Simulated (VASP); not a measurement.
Crystal: C.

```xyz
4
Lattice="-2.3186 -0.0416 0.0175 -1.1952 -1.1997 2.0973 -1.1121 3.5020 2.0892" Properties=species:S:1:pos:R:3 pbc="T T T"
C    -1.3385    1.1467    1.3877
C    -2.1021    2.2615    3.2955
C    -2.2208   -0.1294    0.7223
C    -3.5902    1.2426    3.0024
```

- Program: VASP 6.6.1
- Task: relaxation of cell and atoms
- Functional: PBE
- Potentials or basis: VASP PAW PBE potentials, release 64 (C)
- Cutoff: 600 eV
- k mesh: 10 × 10 × 10
- Occupations: gaussian, width 0.2 eV
- Spin: no spin polarisation

At the start: pressure 27.4 GPa; volume 5.68 Å³/atom.

Question: How do energy, volume and symmetry change on relaxing?

Answer: Over 52 steps the energy falls by 2136.6 meV/atom and the volume is 7.91 Å³/atom (+39.2 %); space group P1 (No. 1, to 0.1 Å) before, P-1 (No. 2, to 0.1 Å).

Step by step:
| step | energy change (eV) | largest force (eV/Å) | pressure (GPa) | volume (Å³) |
| --- | --- | --- | --- | --- |
| 1 | 0.0000 | 11.7774 | 27.41 | 22.74 |
| 3 | -2.0917 | 3.8011 | -5.27 | 24.18 |
| 5 | -3.2627 | 4.1339 | 9.85 | 24.05 |
| 7 | -4.4649 | 3.9650 | 5.45 | 24.52 |
| 9 | -5.3249 | 4.0236 | -4.21 | 25.11 |
| 11 | -5.7608 | 3.3913 | -0.73 | 25.22 |
| 13 | -6.3379 | 4.5726 | 12.91 | 25.21 |
| 15 | -7.1117 | 6.2352 | 36.32 | 26.36 |
| 17 | -7.5623 | 3.4508 | 25.02 | 26.70 |
| 19 | -7.9322 | 2.2570 | 13.10 | 27.98 |
| 21 | -8.1523 | 1.4538 | 1.95 | 29.14 |
| 23 | -8.2710 | 0.6357 | -0.07 | 29.95 |
| 25 | -8.3442 | 0.8502 | 5.68 | 30.42 |
| 27 | -8.4335 | 0.5332 | -0.37 | 31.70 |
| 29 | -8.4617 | 0.4255 | -6.07 | 32.44 |
| 31 | -8.5016 | 0.4379 | -2.43 | 32.24 |
| 33 | -8.5170 | 0.3059 | -0.58 | 32.03 |
| 35 | -8.5335 | 0.3469 | 0.75 | 31.74 |
| 37 | -8.5414 | 0.1939 | 0.65 | 31.55 |
| 39 | -8.5431 | 0.1790 | -0.31 | 31.57 |
| 41 | -8.5444 | 0.0640 | -0.28 | 31.54 |
| 43 | -8.5449 | 0.0734 | 0.46 | 31.51 |
| 45 | -8.5455 | 0.0879 | 0.56 | 31.54 |
| 47 | -8.5459 | 0.0710 | -0.18 | 31.64 |
| 49 | -8.5461 | 0.0543 | -0.30 | 31.67 |
| 51 | -8.5462 | 0.0268 | -0.05 | 31.65 |
| 52 | -8.5463 | 0.0191 | 0.02 | 31.64 |

Final structure:
```xyz
4
Lattice="-2.4565 0.1432 0.0546 -1.2475 -0.9608 1.8957 -0.8542 5.3716 2.8645" Properties=species:S:1:pos:R:3 pbc="T T T"
C    -1.2714    2.5457    1.8007
C    -1.8683    4.7596    4.0942
C    -3.0902    5.1744    3.4986
C    -3.7408    1.9998    3.1007
```

Caveat: the volume moved by over 15 % at a fixed basis, so the end points are rough; this functional lacks dispersion, which binds layers or chains, so the pressure and a relaxed spacing across them are unreliable.
